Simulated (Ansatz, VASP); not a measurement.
# One calculation of SrTiO3, two programs

The input INCAR:

```
SYSTEM = SrTiO3
PREC     = Accurate       ! precision mode
ENCUT    = 520            ! plane-wave cutoff, eV
EDIFF    = 1E-6           ! SCF threshold, eV
ISMEAR   = 0              ! smearing method
SIGMA    = 0.05           ! smearing width, eV
LREAL    = .False.        ! projectors in reciprocal space
LASPH    = .True.         ! aspherical terms in the spheres
NELM     = 60             ! most SCF steps
ALGO     = Normal         ! electronic algorithm
ISIF     = 2              ! what is computed and relaxed
LWAVE    = .False.        ! write WAVECAR
LCHARG   = .False.        ! write CHGCAR
GGA      = PE             ! functional
NBANDS   = 28             ! bands
```

KPOINTS

```
Automatic mesh
0
Gamma
  8 8 8
  0 0 0
```

Contents of POSCAR:

```
SrTiO3
1.0
    3.9364035669      0.0000000000      0.0000000000
    0.0000000000      3.9364035669      0.0000000000
    0.0000000000      0.0000000000      3.9364035669
Sr Ti O
1 1 3
Direct
    0.0000000000     -0.0044908174     -0.0044908174
    0.5000000000      0.5000000000      0.5000000000
    0.0000000000      0.5000000000      0.5000000000
    0.5000000000      0.0000000000      0.5000000000
    0.5000000000      0.5000000000      0.0000000000
```

Input for Ansatz:

```yaml
crystal:
  lattice:
    - [3.9364035669, 0.0, 0.0]
    - [0.0, 3.9364035669, 0.0]
    - [0.0, 0.0, 3.9364035669]
  atoms:
    - { symbol: Sr, position: [0.0, -0.0044908174, -0.0044908174] }
    - { symbol: Ti, position: [0.5, 0.5, 0.5] }
    - { symbol: O, position: [0.0, 0.5, 0.5] }
    - { symbol: O, position: [0.5, 0.0, 0.5] }
    - { symbol: O, position: [0.5, 0.5, 0.0] }
basis:
  ecutwfc: 420
kpoints:
  mp_grid: { grid: [8, 8, 8] }
hamiltonian:
  xc: pbe
scf:
  occupations: { method: gaussian, width: 0.05 }
output:
  forces: true
  stress: true
  eigenvalues: true
```

Change from the starting cell: all Sr atoms moved +0.025 Å, as atom 1 towards its neighbour atom 3 (O) at 2.783 Å.

Alike in both runs: task single point; functional PBE; k mesh 8 × 8 × 8; occupations gaussian, width 0.05 eV; no spin polarisation.

```csv
,VASP,Ansatz
version,VASP 6.6.1,Ansatz 0.2.0
potentials or method,"VASP PAW PBE potentials, release 64 (Sr_sv, Ti_sv, O), cutoff 520 eV","scalar-relativistic, plane waves, PAW"
valence electrons in the cell,40,40
```

Ansatz gave:

| Quantity | Value |
| --- | --- |
| gap on the k mesh at the Fermi level (eV) | 1.84 |
| least direct gap on the mesh (eV) | 2.20 |
| pressure (GPa) | 0.0 |
| rms of the force components (eV/Å) | 0.029 |

Problem. What did VASP give for the same quantities?

Solution. gap on the k mesh at the Fermi level (eV): 1.81; least direct gap on the mesh (eV): 2.18; pressure (GPa): 0.7; rms of the force components (eV/Å): 0.030.

Atom by atom the forces differ by 0.001 eV/Å (rms over components).
